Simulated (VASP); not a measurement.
Sr: single point with PBE

Slab: Sr, a slab with vacuum.

```xyz
4
Lattice="4.2697 0.0000 0.0000 0.0000 4.2697 0.0000 0.0000 0.0000 15.9313" Properties=species:S:1:pos:R:3 pbc="T T T"
Sr    1.0674    1.0674    3.5000
Sr    3.2023    3.2023    6.4572
Sr    1.0674    1.0674    9.4741
Sr    3.2023    3.2023   12.4313
```

- Program: VASP 6.6.1
- Task: single point
- Functional: PBE
- Potentials or basis: VASP PAW PBE potentials, release 64 (Sr_sv)
- Cutoff: 520 eV
- k mesh: 9 × 9 × 1
- Occupations: fermi-dirac, width 0.05 eV
- Spin: no spin polarisation

The largest force is 0.013 eV/Å and the band gap on the k mesh is zero (band 20 reaches 0.79 eV, above the bottom of band 21 at 0.76 eV).

Forces in eV/Å, atoms in the order of the input:
```
Sr   0.000  0.000 -0.013
Sr   0.000  0.000  0.004
Sr   0.000  0.000 -0.004
Sr   0.000  0.000  0.013
```

Levels at points of the mesh, in eV from the Fermi level:
| k point | band 16 | band 17 | band 18 | band 19 | band 20 | band 21 | band 22 | band 23 | band 24 | band 25 |
| --- | --- | --- | --- | --- | --- | --- | --- | --- | --- | --- |
| (0.00, 0.00, 0.00) | -18.46 | -3.46 | -2.86 | -2.01 | -0.97 | 0.04 | 0.40 | 0.67 | 1.10 | 1.32 |

Wall time 2.3 min on 1 thread of Intel(R) Xeon(R) Platinum 8375C CPU @ 2.90GHz (Ice Lake), on a shared host, peak memory 0.38 GiB.
